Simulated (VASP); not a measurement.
A run of VASP 6.6.1 is set up as follows.

INCAR

```
  PREC = Accurate
  ENCUT = 520
  EDIFF = 1E-6
  ISMEAR = -1
  SIGMA = 0.1
  LREAL = False
  LASPH = True
  NELM = 100
  ALGO = Normal
  ISIF = 2
  LWAVE = False
  LCHARG = False
  GGA = PE
  NBANDS = 16
  ISYM = 0
```

The input KPOINTS:

```
Automatic mesh
0
Gamma
  7 7 5
```

Contents of POSCAR:

```
Cs
1.0
   -4.8258503708      4.8145658275      2.6172464093
    4.8145658275     -4.8258503708      2.6172464093
    4.8509834061      4.8509834061     -2.6379140711
Cs
2
Direct
    0.9998179965      0.0001820035      0.0000000000
    0.7501820035      0.2498179965      0.5000000000
```

Potentials or basis: VASP PAW PBE potentials, release 64 (Cs_sv).

Run with:

```bash
$ cat potpaw_PBE.64/Cs_sv/POTCAR > POTCAR
$ mpirun -np 1 vasp_std > vasp.out
```

Task: Estimate the pressure.

Result: 0.0 GPa.

Task: Estimate the band gap on the k mesh.

Result: Zero (bands 9 and 10 overlap by 0.80 eV).

Caveat: spin-orbit coupling is left out, which moves the levels of the heavy elements.
